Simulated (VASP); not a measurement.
# TiSi16 (a cell with a defect) in VASP: notebook

TiSi16 (a cell with a defect) is run at these levels: PBE; tasks: single point.

All numbers are computed with VASP 6.6.1; they aren't measurements. Logs are shortened: lines on timing, memory, paths and dates and some standing lists are left out, and cuts for length are marked.

**1. The cell of the first run**

The cell holds a defect, 17 atoms: a = 7.679 Å, b = 7.679 Å, c = 7.679 Å, α = 60.00°, β = 60.00°, γ = 60.00°.

**2. Single point, PBE**

The input, INCAR:

```
ALGO     = Normal         # electronic algorithm
EDIFF    = 1E-6           # SCF threshold, eV
ENCUT    = 520            # plane-wave cutoff, eV
GGA      = PE             # functional
ISIF     = 2              # what is computed and relaxed
ISMEAR   = -1             # smearing method
LASPH    = T              # aspherical terms in the spheres
LCHARG   = T              # write CHGCAR
LELF     = T              # ELF
LREAL    = Auto         
LVHAR    = T            
LWAVE    = F              # write WAVECAR
NBANDS   = 52             # bands
NELM     = 80             # most SCF steps
PREC     = Accurate       # precision mode
SIGMA    = 0.05           # smearing width, eV
```

The input, KPOINTS:

```
k-points
0
Gamma
  2 2 2
```

The input, POSCAR:

```
TiSi16
1.0
    0.0000000000      5.4300000000      5.4300000000
    5.4300000000      0.0000000000      5.4300000000
    5.4300000000      5.4300000000      0.0000000000
Si Ti
16 1
Direct
    0.0071044344      0.0000071503      0.0000050851
    0.1402628237      0.1245995745      0.1245973229
    0.0069614988     -0.0002126618      0.5070469848
    0.1269714407      0.1327262722      0.6270586684
    0.0069616371      0.5070490040     -0.0002149905
    0.1269714994      0.6270606258      0.1327240829
    0.0032409166      0.5033311491      0.5033290257
    0.1267754418      0.6268688768      0.6268665994
    0.5035623603      0.0036404279      0.0036388254
    0.6246287127      0.1247172472      0.1247153110
    0.4999167937      0.0000057001      0.5071875425
    0.6245082611      0.1246034470      0.6403415927
    0.4999168404      0.5071891498      0.0000036231
    0.6245084419      0.6403432897      0.1246013099
    0.4996928363      0.5070519890      0.5070500625
    0.6326362810      0.6270598676      0.6270578893
    0.7535022804      0.2535879907      0.2535860649
```

Potentials or basis: VASP PAW PBE potentials, release 64 (Si, Ti_sv).

The run is started by

```bash
$ cat potpaw_PBE.64/Si/POTCAR potpaw_PBE.64/Ti_sv/POTCAR > POTCAR
$ mpirun -np 1 vasp_std > vasp.out
```

OUTCAR:

```text
EDIFF = 1E-6
   ENCUT = 520
   GGA = PE
   ISIF = 2
   ISMEAR = -1
   LASPH = T
   LREAL = Auto
   NELM = 80
   PREC = Accurate

 ion  position               nearest neighbor table
   1  0.007  0.000  0.000-   4 2.34   6 2.34   2 2.40  10 2.40  17 2.75
   2  0.140  0.125  0.125-   9 2.28   1 2.40   5 2.40   3 2.40  17 2.42
   3  0.007  1.000  0.507-   8 2.34   4 2.34   2 2.40  12 2.40  17 2.75
   4  0.127  0.133  0.627-   7 2.32  11 2.34   1 2.34   3 2.34
   5  0.007  0.507  1.000-   8 2.34   6 2.34   2 2.40  14 2.40  17 2.75
   6  0.127  0.627  0.133-   7 2.32  13 2.34   1 2.34   5 2.34
   7  0.003  0.503  0.503-  16 2.32   4 2.32   6 2.32   8 2.32
   8  0.127  0.627  0.627-   7 2.32  15 2.34   5 2.34   3 2.34
   9  0.504  0.004  0.004-  10 2.28  14 2.28  12 2.28   2 2.28
  10  0.625  0.125  0.125-   9 2.28  13 2.40  11 2.40   1 2.40  17 2.42
  11  0.500  0.000  0.507-   4 2.34  16 2.34  12 2.40  10 2.40  17 2.75
  12  0.625  0.125  0.640-   9 2.28  11 2.40  15 2.40   3 2.40  17 2.42
  13  0.500  0.507  0.000-   6 2.34  16 2.34  14 2.40  10 2.40  17 2.75
  14  0.625  0.640  0.125-   9 2.28  13 2.40  15 2.40   5 2.40  17 2.42
  15  0.500  0.507  0.507-   8 2.34  16 2.34  12 2.40  14 2.40  17 2.75
  16  0.633  0.627  0.627-   7 2.32  13 2.34  11 2.34  15 2.34
  17  0.754  0.254  0.254-  10 2.42  14 2.42  12 2.42   2 2.42   3 2.75   5 2.75  15 2.75   1 2.75
                            11 2.75  13 2.75

  LATTYP: Found a face centered cubic cell.
 ALAT       =    10.8600000000

  Lattice vectors:

 A1 = (   0.0000000000,   5.4300000000,   5.4300000000)
 A2 = (   5.4300000000,   0.0000000000,   5.4300000000)
 A3 = (   5.4300000000,   5.4300000000,   0.0000000000)

Analysis of symmetry for initial positions (statically):
=====================================================================
 Subroutine PRICEL returns:
 Original cell was already a primitive cell.

 Routine SETGRP: Setting up the symmetry group for a
 face centered cubic supercell.

 Subroutine GETGRP returns: Found  6 space group operations
 (whereof  2 operations were pure point group operations)
 out of a pool of 48 trial point group operations.

The static configuration has the point symmetry C_1h.
 The point group associated with its full space group is C_3v.

Analysis of symmetry for dynamics (positions and initial velocities):
=====================================================================
 Subroutine PRICEL returns:
 Original cell was already a primitive cell.

 Routine SETGRP: Setting up the symmetry group for a
 face centered cubic supercell.

 Subroutine GETGRP returns: Found  6 space group operations
 (whereof  2 operations were pure point group operations)
 out of a pool of 48 trial point group operations.

The dynamic configuration has the point symmetry C_1h.
 The point group associated with its full space group is C_3v.

 Subroutine INISYM returns: Found  6 space group operations
 (whereof  2 operations are pure point group operations),
 and found     1 'primitive' translations

----------------------------------------------------------------------------------------

                                     Primitive cell

  volume of cell :     320.2060

  direct lattice vectors                    reciprocal lattice vectors
     0.000000000  5.430000000  5.430000000    -0.092081031  0.092081031  0.092081031
     5.430000000  0.000000000  5.430000000     0.092081031 -0.092081031  0.092081031
     5.430000000  5.430000000  0.000000000     0.092081031  0.092081031 -0.092081031

  length of vectors
     7.679179644  7.679179644  7.679179644     0.159489025  0.159489025  0.159489025

  position of ions in fractional coordinates (direct lattice)
     0.007104434  0.000007150  0.000005085
     0.140262824  0.124599575  0.124597323
     0.006961499  0.999787338  0.507046985
     0.126971441  0.132726272  0.627058668
     0.006961637  0.507049004  0.999785010
     0.126971499  0.627060626  0.132724083
[... 9 lines left out ...]
     0.632636281  0.627059868  0.627057889
     0.753502280  0.253587991  0.253586065

  ion indices of the primitive-cell ions
   primitive index   ion index
                 1           1
                 2           2
                 3           3
                 4           4
                 5           5
                 6           6
[... 9 lines left out ...]
                16          16
                17          17

----------------------------------------------------------------------------------------

 KPOINTS: k-points

Automatic generation of k-mesh.
 Grid dimensions read from file:
 generate k-points for:    2    2    2

 Generating k-lattice:

  Cartesian coordinates                     Fractional coordinates (reciprocal lattice)
    -0.046040516  0.046040516  0.046040516     0.500000000  0.000000000  0.000000000
     0.046040516 -0.046040516  0.046040516     0.000000000  0.500000000  0.000000000
     0.046040516  0.046040516 -0.046040516     0.000000000  0.000000000  0.500000000

  Length of vectors
     0.079744512  0.079744512  0.079744512

  Shift w.r.t. Gamma in fractional coordinates (k-lattice)
     0.000000000  0.000000000  0.000000000

 Subroutine IBZKPT returns following result:
 ===========================================

 Found      4 irreducible k-points:

 Following reciprocal coordinates:
            Coordinates               Weight
  0.000000  0.000000  0.000000      1.000000
  0.500000  0.000000  0.000000      3.000000
  0.500000  0.500000  0.500000      1.000000
  0.500000  0.500000  0.000000      3.000000
   k-points           NKPTS =      4   k-points in BZ     NKDIM =      4   number of bands    NBANDS=     52
   number of dos      NEDOS =    301   number of ions     NIONS =     17
   total plane-waves  NPLWV = 216000
   dimension x,y,z NGX =    60 NGY =   60 NGZ =   60
   dimension x,y,z NGXF=   120 NGYF=  120 NGZF=  120
   ions per type =              16   1
   NGX,Y,Z   is equivalent  to a cutoff of  12.99, 12.99, 12.99 a.u.
   NGXF,Y,Z  is equivalent  to a cutoff of  25.98, 25.98, 25.98 a.u.
 SYSTEM =  unknown system
   PREC   = accura    normal or accurate (medium, high low for compatibility)
   ISTART =      0    job   : 0-new  1-cont  2-samecut
   ICHARG =      2    charge: 1-file 2-atom 10-const
   ISPIN  =      1    spin polarized calculation?
   LNONCOLLINEAR =      F non collinear calculations
   LSORBIT =      F    spin-orbit coupling
   LASPH  =      T    aspherical Exc in radial PAW
   ENCUT  =  520.0 eV  38.22 Ry    6.18 a.u.  14.28 14.28 14.28*2*pi/ulx,y,z
   NELM   =     80;   NELMIN=  2; NELMDL= -5     # of ELM steps
   EDIFF  = 0.1E-05   stopping-criterion for ELM
   LREAL  =      T    real-space projection
   EDIFFG = 0.1E-04   stopping-criterion for IOM
   NSW    =      0    number of steps for IOM
   IBRION =     -1    ionic relax: 0-MD 1-quasi-New 2-CG
   NFREE  =      0    steps in history (QN), initial steepest desc. (CG)
   ISIF   =      2    stress and relaxation
   ISYM   =      2    0-nonsym 1-usesym 2-fastsym
   POTIM  = 0.5000    time-step for ionic-motion
   TEBEG  =    0.0;   TEEND  =   0.0 temperature during run
   PSTRESS=    0.0 pullay stress
   NELECT =      76.0000    total number of electrons
   NUPDOWN=      -1.0000    fix difference up-down
   EMIN   =  10.00;   EMAX   =-10.00  energy-range for DOS
   EFERMI =   0.00;   METHOD = LEGACY
   ISMEAR =    -1;   SIGMA  =   0.05  broadening in eV -4-tet -1-fermi 0-gaus
   EFERMI_NEDOS =   21; number of points for ismear=-14 and -15
   IALGO  =     38    algorithm
   IMIX   =      4    mixing-type and parameters
     AMIX     =   0.40;   BMIX     =  1.00
     AMIX_MAG =   1.60;   BMIX_MAG =  1.00
  volume/ion in A,a.u.               =      18.84       127.11
  Fermi-wavevector in a.u.,A,eV,Ry     =   1.013607  1.915439 13.978610  1.027399
  Thomas-Fermi vector in A             =   2.146786
   LORBIT       =      0    0 simple, 1 ext, 2 COOP (PROOUT), +10 PAW based schemes
   GGA     = PE    functional components
   LHFCALC =     F    Hartree Fock is set to
   AEXX    =    0.0000 exact exchange contribution
   IVDW    =     0    specifies the selected vdW correction
   LEPSILON=     F    determine dielectric tensor
   LRPA    =     F    only Hartree local field effects (RPA)
 non-spin polarized calculation
  energy-cutoff  :      520.00
  volume of cell :      320.21
 maximum number of plane-waves:      8646
 NGX is ok and might be reduce to    60
   NGX = 29   NGY = 29   NGZ = 29

 number of electron      76.0000003 magnetization

 Free energy of the ion-electron system (eV)
  ---------------------------------------------------
  ext. energy  EPLUGINS =         0.00000000
  ---------------------------------------------------
  free energy    TOTEN  =       -92.26403920 eV

  energy without entropy =      -92.16600172  energy(sigma->0) =      -92.21502046

 E-fermi :   6.9263     XC(G=0):  -9.7504

 val. band max:        6.8999476108   @ k =   0.5000   0.5000   0.0000
 cond. band min:       6.9670570460   @ k =   0.5000   0.5000   0.5000
 fundamental gap:      0.0671094352
 Fermi energy:         6.9263480079

 k-point     1 :       0.0000    0.0000    0.0000
  band No.  band energies     occupation
      1     -49.8494      2.00000
      2     -26.2242      2.00000
      3     -26.2242      2.00000
      4     -26.2237      2.00000
      5      -5.7201      2.00000
      6      -3.5134      2.00000
[... 42 lines left out ...]
     49       8.1737      0.00000
     50       8.4937      0.00000

 k-point     2 :       0.5000    0.0000    0.0000
  band No.  band energies     occupation
      1     -49.8494      2.00000
      2     -26.2242      2.00000
      3     -26.2242      2.00000
      4     -26.2237      2.00000
      5      -5.0126      2.00000
      6      -4.8005      2.00000
[... 42 lines left out ...]
     49       9.2850      0.00000
     50       9.8916      0.00000

 k-point     3 :       0.5000    0.5000    0.5000
  band No.  band energies     occupation
      1     -49.8494      2.00000
      2     -26.2242      2.00000
      3     -26.2242      2.00000
      4     -26.2237      2.00000
      5      -5.0125      2.00000
      6      -4.8006      2.00000
[... 42 lines left out ...]
     49       9.2859      0.00000
     50       9.8922      0.00000

 k-point     4 :       0.5000    0.5000    0.0000
  band No.  band energies     occupation
      1     -49.8494      2.00000
      2     -26.2242      2.00000
      3     -26.2242      2.00000
      4     -26.2237      2.00000
      5      -4.6916      2.00000
      6      -4.6016      2.00000
[... 42 lines left out ...]
     49       9.8723      0.00000
     50      10.5420      0.00000
 [bands above 50 left out]

------------------------ aborting loop because EDIFF is reached ----------------------------------------

  FORCE on cell =-STRESS in cart. coord.  units (eV):
  Direction    XX          YY          ZZ          XY          YZ          ZX
  --------------------------------------------------------------------------------------
  -------------------------------------------------------------------------------------
  Total        8.1020497      8.1020497      8.1020497      0.0005777      0.0005777      0.0005777
  in kB       40.5392773     40.5392773     40.5392773      0.0028903      0.0028903      0.0028903
  external PRESSURE =      40.5392773 kB  Pullay stress =       0.0000000 kB

 VOLUME and BASIS-vectors are now :
 -----------------------------------------------------------------------------
  energy-cutoff  :      520.00
  volume of cell :      320.21
      direct lattice vectors                 reciprocal lattice vectors
     0.000000000  5.430000000  5.430000000    -0.092081031  0.092081031  0.092081031
     5.430000000  0.000000000  5.430000000     0.092081031 -0.092081031  0.092081031
     5.430000000  5.430000000  0.000000000     0.092081031  0.092081031 -0.092081031

 POSITION                                       TOTAL-FORCE (eV/Angst)
 -----------------------------------------------------------------------------------
      0.00007      0.03860      0.03862        -0.005756     -0.001355     -0.001355
      1.35314      1.43819      1.43820        -0.008902      0.009389      0.009389
      8.18211      2.79107      5.46665        -0.000507      0.002776     -0.000507
      4.12563      4.09438      1.41016        -0.005008      0.005816     -0.005008
      8.18211      5.46663      2.79108        -0.000507     -0.000507      0.002776
      4.12563      1.41015      4.09439        -0.005008     -0.005008      0.005816
[... 9 lines left out ...]
      6.80986      6.84014      6.84015         0.005816     -0.005008     -0.005008
      2.75396      5.46849      5.46850         0.004864      0.004864      0.004864
 -----------------------------------------------------------------------------------
    total drift:                                0.003461      0.019375      0.016939

  FREE ENERGIE OF THE ION-ELECTRON SYSTEM (eV)
  ---------------------------------------------------
  free  energy   TOTEN  =       -92.2640392036 eV

  energy  without entropy=      -92.1660017152  energy(sigma->0) =      -92.21502046
```

It took 1.8 min on 1 thread of Intel Xeon Platinum 8488C (Sapphire Rapids), shared host; peak memory 0.47 GiB.

What came out:

| Property | Result |
| --- | --- |
| Free energy | -92.2640 eV |
| Pressure | 4.1 GPa |
| Largest force | 0.016 eV/Å |
| Band gap on the k mesh | zero (band 38 reaches 6.97 eV, above the bottom of band 39 at 6.53 eV) |

Forces on the atoms (eV/Å):
```
Si  -0.006 -0.001 -0.001
Si  -0.009  0.009  0.009
Si  -0.001  0.003 -0.001
Si  -0.005  0.006 -0.005
Si  -0.001 -0.001  0.003
Si  -0.005 -0.005  0.006
Si   0.000  0.000  0.000
Si   0.006  0.006  0.006
Si  -0.003 -0.003 -0.003
Si  -0.007 -0.007 -0.007
Si  -0.001 -0.001 -0.006
Si   0.009  0.009 -0.009
Si  -0.001 -0.006 -0.001
Si   0.009 -0.009  0.009
Si   0.003 -0.001 -0.001
Si   0.006 -0.005 -0.005
Ti   0.005  0.005  0.005
```

Caveat: the k points lie up to 0.50 Å⁻¹ apart.

**3. Single point, PBE**

The input, INCAR:

```
ALGO = Normal
EDIFF = 1E-7
ENCUT = 520
GGA = PE
ISIF = 2
ISMEAR = -1
LASPH = T
LCHARG = F
LREAL = Auto
LWAVE = F
NBANDS = 52
NELM = 60
PREC = Accurate
SIGMA = 0.05
```

KPOINTS is that of step 2.

The input, POSCAR:

```
TiSi16
1.0
    0.0000000000      5.4300000000      5.4300000000
    5.4300000000      0.0000000000      5.4300000000
    5.4300000000      5.4300000000      0.0000000000
Si Ti
16 1
Direct
   -0.0069874962      0.0002978578     -0.0005083115
    0.1261022703      0.1250238305      0.1242417226
   -0.0070068908      0.0003201628      0.5068027867
    0.1133885668      0.1330015999      0.6266077043
   -0.0070182637      0.5075910372     -0.0004710584
    0.1133793313      0.6274146225      0.1321920960
   -0.0098173711      0.5036824904      0.5028711196
    0.1133355676      0.6274368298      0.6266423486
    0.4892062286      0.0039554906      0.0031979827
    0.6106061413      0.1248735826      0.1240658326
    0.4862882371      0.0000738866      0.5066045180
    0.6105749522      0.1249315818      0.6400173533
    0.4862788729      0.5073966431     -0.0007359933
    0.6105497420      0.6407845948      0.1241566443
    0.4862345659      0.5074384405      0.5066732822
    0.6195016144      0.6272357127      0.6264296741
    0.7393925415      0.2539166264      0.2531357282
```

Potentials or basis: VASP PAW PBE potentials, release 64 (Si, Ti_sv).

The run is started by

```bash
$ cat potpaw_PBE.64/Si/POTCAR potpaw_PBE.64/Ti_sv/POTCAR > POTCAR
$ mpirun -np 1 vasp_std > vasp.out
```

It took 3.1 min on 1 thread of Intel Xeon Platinum 8488C (Sapphire Rapids), shared host; peak memory 0.5 GiB.

The run converged. Its results:

- Free energy: -92.2641 eV
- Pressure: 4.0 GPa
- Largest force: 0.006 eV/Å
- Band gap on the k mesh: zero (band 38 reaches 6.97 eV, above the bottom of band 39 at 6.53 eV)

Forces on the atoms (eV/Å):
```
Si   0.002  0.001  0.001
Si   0.003 -0.002 -0.004
Si  -0.001 -0.003  0.001
Si   0.000  0.000 -0.001
Si  -0.001  0.001 -0.002
Si  -0.001 -0.002  0.001
Si   0.000 -0.001  0.001
Si   0.002  0.001  0.001
Si  -0.001  0.001  0.002
Si   0.001  0.001  0.001
Si   0.001 -0.001  0.005
Si  -0.001  0.000  0.000
Si   0.001  0.005  0.000
Si  -0.001  0.001 -0.001
Si  -0.005 -0.001  0.000
Si   0.001  0.000 -0.001
Ti   0.002 -0.001 -0.004
```

Levels at points of the mesh, in eV from the Fermi level:
```csv
k point,band 34,band 35,band 36,band 37,band 38,band 39,band 40,band 41
"(0.00, 0.00, 0.00)",-0.99,-0.99,-0.99,-0.40,-0.40,-0.40,-0.09,-0.09
"(0.50, 0.00, 0.00)",-1.97,-1.36,-1.36,-0.27,0.04,0.04,0.45,0.45
"(0.00, 0.50, 0.00)",-1.97,-1.36,-1.36,-0.27,0.04,0.05,0.45,0.45
"(0.00, 0.00, 0.50)",-1.97,-1.36,-1.36,-0.27,0.04,0.04,0.45,0.45
"(0.50, 0.50, 0.50)",-1.97,-1.36,-1.36,-0.27,0.04,0.04,0.45,0.45
"(0.50, 0.50, 0.00)",-2.00,-2.00,-1.87,-0.70,-0.03,0.58,0.58,1.11
"(0.00, 0.50, 0.50)",-2.00,-2.00,-1.87,-0.70,-0.03,0.58,0.58,1.11
"(0.50, 0.00, 0.50)",-2.00,-2.00,-1.87,-0.70,-0.03,0.58,0.58,1.11
```

Caveat: the k points lie up to 0.50 Å⁻¹ apart.
